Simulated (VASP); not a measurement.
# BeTe (F-43m) in VASP: a series of runs

The runs below take BeTe through single point, with PBE.

All numbers are computed with VASP 6.6.1; they aren't measurements. Logs are shortened: lines on timing, memory, paths and dates and some standing lists are left out, and cuts for length are marked.

## 1. The cell of the first run

Symmetry: F-43m, No. 216, cubic system. The conventional cell has a = 5.427 Å, b = 5.427 Å, c = 5.427 Å, α = 90.00°, β = 90.00°, γ = 90.00°. Within 3.1 Å of Be (site symmetry -43m) lie 4 Te at 2.35 Å. Within 3.1 Å of Te (site symmetry -43m) lie 4 Be at 2.35 Å.

## 2. Single point, PBE (volume scaled by 0.88)

INCAR reads:

```
PREC = Accurate
ENCUT = 520
EDIFF = 1E-7
ISMEAR = 0
SIGMA = 0.02
LREAL = False
LASPH = True
NELM = 80
ALGO = Normal
ISIF = 2
LWAVE = False
LCHARG = True
GGA = PE
LELF = True
LVHAR = True
NBANDS = 11
```

KPOINTS reads:

```
regular mesh
0
Gamma
  8 8 8
```

POSCAR reads:

```
BeTe
1.0
    0.0000000000      2.7137398221      2.7137398221
    2.7137398221      0.0000000000      2.7137398221
    2.7137398221      2.7137398221      0.0000000000
Be Te
1 1
Direct
    0.0000000000      0.0000000000      0.0000000000
    0.2500000000      0.2500000000      0.2500000000
```

Potentials or basis: VASP PAW PBE potentials, release 64 (Be, Te).

On the command line:

```console
> cat potpaw_PBE.64/Be/POTCAR potpaw_PBE.64/Te/POTCAR > POTCAR
> mpirun -np 1 vasp_std > vasp.out
```

OUTCAR:

```text
PREC = Accurate
   ENCUT = 520
   EDIFF = 1E-7
   ISMEAR = 0
   LREAL = False
   LASPH = True
   NELM = 80
   ISIF = 2
   GGA = PE

 ion  position               nearest neighbor table
   1  0.000  0.000  0.000-   2 2.35   2 2.35   2 2.35   2 2.35
   2  0.250  0.250  0.250-   1 2.35   1 2.35   1 2.35   1 2.35

  LATTYP: Found a face centered cubic cell.
 ALAT       =     5.4274796442

  Lattice vectors:

 A1 = (   0.0000000000,   2.7137398221,   2.7137398221)
 A2 = (   2.7137398221,   0.0000000000,   2.7137398221)
 A3 = (   2.7137398221,   2.7137398221,   0.0000000000)

Analysis of symmetry for initial positions (statically):
=====================================================================
 Subroutine PRICEL returns:
 Original cell was already a primitive cell.

 Routine SETGRP: Setting up the symmetry group for a
 face centered cubic supercell.

 Subroutine GETGRP returns: Found 24 space group operations
 (whereof 24 operations were pure point group operations)
 out of a pool of 48 trial point group operations.

The static configuration has the point symmetry T_d .

Analysis of symmetry for dynamics (positions and initial velocities):
=====================================================================
 Subroutine PRICEL returns:
 Original cell was already a primitive cell.

 Routine SETGRP: Setting up the symmetry group for a
 face centered cubic supercell.

 Subroutine GETGRP returns: Found 24 space group operations
 (whereof 24 operations were pure point group operations)
 out of a pool of 48 trial point group operations.

The dynamic configuration has the point symmetry T_d .

 Subroutine INISYM returns: Found 24 space group operations
 (whereof 24 operations are pure point group operations),
 and found     1 'primitive' translations

----------------------------------------------------------------------------------------

                                     Primitive cell

  volume of cell :      39.9700

  direct lattice vectors                    reciprocal lattice vectors
     0.000000000  2.713739822  2.713739822    -0.184247582  0.184247582  0.184247582
     2.713739822  0.000000000  2.713739822     0.184247582 -0.184247582  0.184247582
     2.713739822  2.713739822  0.000000000     0.184247582  0.184247582 -0.184247582

  length of vectors
     3.837807661  3.837807661  3.837807661     0.319126173  0.319126173  0.319126173

  position of ions in fractional coordinates (direct lattice)
     0.000000000  0.000000000  0.000000000
     0.250000000  0.250000000  0.250000000

  ion indices of the primitive-cell ions
   primitive index   ion index
                 1           1
                 2           2

----------------------------------------------------------------------------------------

 KPOINTS: regular mesh

Automatic generation of k-mesh.
 Grid dimensions read from file:
 generate k-points for:    8    8    8

 Generating k-lattice:

  Cartesian coordinates                     Fractional coordinates (reciprocal lattice)
    -0.023030948  0.023030948  0.023030948     0.125000000  0.000000000  0.000000000
     0.023030948 -0.023030948  0.023030948     0.000000000  0.125000000  0.000000000
     0.023030948  0.023030948 -0.023030948     0.000000000  0.000000000  0.125000000

  Length of vectors
     0.039890772  0.039890772  0.039890772

  Shift w.r.t. Gamma in fractional coordinates (k-lattice)
     0.000000000  0.000000000  0.000000000

 Subroutine IBZKPT returns following result:
 ===========================================

 Found     29 irreducible k-points:

 Following reciprocal coordinates:
            Coordinates               Weight
  0.000000  0.000000  0.000000      1.000000
  0.125000  0.000000  0.000000      8.000000
  0.250000  0.000000  0.000000      8.000000
  0.375000  0.000000  0.000000      8.000000
  0.500000  0.000000  0.000000      4.000000
  0.125000  0.125000  0.000000      6.000000
[... 16 lines left out ...]
  0.500000  0.250000  0.125000     48.000000
 -0.375000  0.250000  0.125000     24.000000
 [... further k-points ...]
   k-points           NKPTS =     29   k-points in BZ     NKDIM =     29   number of bands    NBANDS=     11
   number of dos      NEDOS =    301   number of ions     NIONS =      2
   total plane-waves  NPLWV =  27000
   dimension x,y,z NGX =    30 NGY =   30 NGZ =   30
   dimension x,y,z NGXF=    60 NGYF=   60 NGZF=   60
   ions per type =               1   1
   NGX,Y,Z   is equivalent  to a cutoff of  13.00, 13.00, 13.00 a.u.
   NGXF,Y,Z  is equivalent  to a cutoff of  25.99, 25.99, 25.99 a.u.
 SYSTEM =  unknown system
   PREC   = accura    normal or accurate (medium, high low for compatibility)
   ISTART =      0    job   : 0-new  1-cont  2-samecut
   ICHARG =      2    charge: 1-file 2-atom 10-const
   ISPIN  =      1    spin polarized calculation?
   LNONCOLLINEAR =      F non collinear calculations
   LSORBIT =      F    spin-orbit coupling
   LASPH  =      T    aspherical Exc in radial PAW
   ENCUT  =  520.0 eV  38.22 Ry    6.18 a.u.   7.14  7.14  7.14*2*pi/ulx,y,z
   NELM   =     80;   NELMIN=  2; NELMDL= -5     # of ELM steps
   EDIFF  = 0.1E-06   stopping-criterion for ELM
   LREAL  =      F    real-space projection
   EDIFFG = 0.1E-05   stopping-criterion for IOM
   NSW    =      0    number of steps for IOM
   IBRION =     -1    ionic relax: 0-MD 1-quasi-New 2-CG
   NFREE  =      0    steps in history (QN), initial steepest desc. (CG)
   ISIF   =      2    stress and relaxation
   ISYM   =      2    0-nonsym 1-usesym 2-fastsym
   POTIM  = 0.5000    time-step for ionic-motion
   TEBEG  =    0.0;   TEEND  =   0.0 temperature during run
   PSTRESS=    0.0 pullay stress
   NELECT =       8.0000    total number of electrons
   NUPDOWN=      -1.0000    fix difference up-down
   EMIN   =  10.00;   EMAX   =-10.00  energy-range for DOS
   EFERMI =   0.00;   METHOD = LEGACY
   ISMEAR =     0;   SIGMA  =   0.02  broadening in eV -4-tet -1-fermi 0-gaus
   EFERMI_NEDOS =   21; number of points for ismear=-14 and -15
   IALGO  =     38    algorithm
   IMIX   =      4    mixing-type and parameters
     AMIX     =   0.40;   BMIX     =  1.00
     AMIX_MAG =   1.60;   BMIX_MAG =  1.00
  volume/ion in A,a.u.               =      19.99       134.87
  Fermi-wavevector in a.u.,A,eV,Ry     =   0.957620  1.809640 12.477038  0.917036
  Thomas-Fermi vector in A             =   2.086654
   LORBIT       =      0    0 simple, 1 ext, 2 COOP (PROOUT), +10 PAW based schemes
   GGA     = PE    functional components
   LHFCALC =     F    Hartree Fock is set to
   AEXX    =    0.0000 exact exchange contribution
   IVDW    =     0    specifies the selected vdW correction
   LEPSILON=     F    determine dielectric tensor
   LRPA    =     F    only Hartree local field effects (RPA)
 non-spin polarized calculation
 Gauss-broadening in eV      SIGMA  =   0.02
  energy-cutoff  :      520.00
  volume of cell :       39.97
 maximum number of plane-waves:      1090
 NGX is ok and might be reduce to    30
   NGX = 15   NGY = 15   NGZ = 15

 number of electron       8.0000000 magnetization

 Free energy of the ion-electron system (eV)
  ---------------------------------------------------
  ext. energy  EPLUGINS =         0.00000000
  ---------------------------------------------------
  free energy    TOTEN  =        -7.47580010 eV

  energy without entropy =       -7.47580010  energy(sigma->0) =       -7.47580010

 E-fermi :   6.5238     XC(G=0):  -9.5100

 val. band max:        6.4153260022   @ k =   0.0000   0.0000   0.0000
 cond. band min:       8.0914765841   @ k =   0.5000   0.5000   0.0000
 fundamental gap:      1.6761505819
 Fermi energy:         6.5237573478

 k-point     1 :       0.0000    0.0000    0.0000
  band No.  band energies     occupation
      1      -6.6734      2.00000
      2       6.4153      2.00000
      3       6.4153      2.00000
      4       6.4153      2.00000
      5       9.9111      0.00000
      6       9.9111      0.00000
      7       9.9111      0.00000
      8      11.0888      0.00000
      9      14.8774      0.00000
     10      16.8896      0.00000
     11      16.8896      0.00000

 k-point     2 :       0.1250    0.0000    0.0000
  band No.  band energies     occupation
      1      -6.5008      2.00000
      2       4.9440      2.00000
      3       6.1255      2.00000
      4       6.1255      2.00000
      5      10.0932      0.00000
      6      10.3157      0.00000
      7      10.3157      0.00000
      8      12.2497      0.00000
      9      15.2908      0.00000
     10      15.8049      0.00000
     11      15.8049      0.00000

 k-point     3 :       0.2500    0.0000    0.0000
  band No.  band energies     occupation
      1      -6.0178      2.00000
      2       2.6895      2.00000
      3       5.6064      2.00000
      4       5.6064      2.00000
      5       9.9748      0.00000
      6      10.8973      0.00000
      7      10.8973      0.00000
      8      13.9772      0.00000
      9      15.5270      0.00000
     10      15.5270      0.00000
     11      15.6984      0.00000

 k-point     4 :       0.3750    0.0000    0.0000
  band No.  band energies     occupation
      1      -5.3802      2.00000
      2       0.8723      2.00000
      3       5.2182      2.00000
      4       5.2182      2.00000
      5       9.8452      0.00000
      6      10.9913      0.00000
      7      10.9913      0.00000
      8      14.2693      0.00000
      9      16.7271      0.00000
     10      16.7271      0.00000
     11      16.8114      0.00000
[... 239 lines left out ...]
 k-point    22 :       0.3750    0.2500    0.1250
  band No.  band energies     occupation
      1      -5.6132      2.00000
      2       2.4609      2.00000
      3       3.7718      2.00000
      4       4.9691      2.00000
      5       9.9332      0.00000
      6      11.6273      0.00000
      7      11.7213      0.00000
      8      12.9870      0.00000
      9      15.8677      0.00000
     10      17.4094      0.00000
     11      18.1016      0.00000

 k-point    23 :       0.5000    0.2500    0.1250
  band No.  band energies     occupation
      1      -5.0378      2.00000
      2       1.2086      2.00000
      3       3.2000      2.00000
      4       4.4259      2.00000
      5      10.4237      0.00000
      6      11.2112      0.00000
      7      12.5294      0.00000
      8      13.6389      0.00000
      9      16.5657      0.00000
     10      17.2470      0.00000
     11      19.1062      0.00000

 k-point    24 :      -0.3750    0.2500    0.1250
  band No.  band energies     occupation
      1      -4.7337      2.00000
      2       0.6024      2.00000
      3       3.0987      2.00000
      4       4.1597      2.00000
      5      10.5409      0.00000
      6      10.9406      0.00000
      7      13.4316      0.00000
      8      14.5219      0.00000
      9      15.1301      0.00000
     10      18.2662      0.00000
     11      18.7609      0.00000

 [... further k-points ...]
[... 5 lines left out ...]
  --------------------------------------------------------------------------------------
  -------------------------------------------------------------------------------------
  Total        2.3814122      2.3814122      2.3814122      0.0000000      0.0000000     -0.0000000
  in kB       95.4576067     95.4576067     95.4576067      0.0000000      0.0000000     -0.0000000
  external PRESSURE =      95.4576067 kB  Pullay stress =       0.0000000 kB

 VOLUME and BASIS-vectors are now :
 -----------------------------------------------------------------------------
  energy-cutoff  :      520.00
  volume of cell :       39.97
      direct lattice vectors                 reciprocal lattice vectors
     0.000000000  2.713739822  2.713739822    -0.184247582  0.184247582  0.184247582
     2.713739822  0.000000000  2.713739822     0.184247582 -0.184247582  0.184247582
     2.713739822  2.713739822  0.000000000     0.184247582  0.184247582 -0.184247582

 POSITION                                       TOTAL-FORCE (eV/Angst)
 -----------------------------------------------------------------------------------
      0.00000      0.00000      0.00000         0.000000      0.000000      0.000000
      1.35687      1.35687      1.35687        -0.000000     -0.000000     -0.000000
 -----------------------------------------------------------------------------------
    total drift:                                0.000000      0.000000      0.000000

  FREE ENERGIE OF THE ION-ELECTRON SYSTEM (eV)
  ---------------------------------------------------
  free  energy   TOTEN  =        -7.4758000971 eV

  energy  without entropy=       -7.4758000971  energy(sigma->0) =       -7.47580010
```

Wall time 8.6 s (1 thread of Intel Xeon 6975P-C (Granite Rapids), shared host); peak memory 0.17 GiB.

Results:

| Quantity | Value |
| --- | --- |
| Free energy | -7.4758 eV |
| Pressure | 9.5 GPa |
| Band gap on the k mesh | 1.68 eV, indirect (least direct gap 3.50 eV) |

Caveat: spin-orbit coupling is left out, which moves the levels of the heavy elements.

(Part 1 of 2 ends here.)
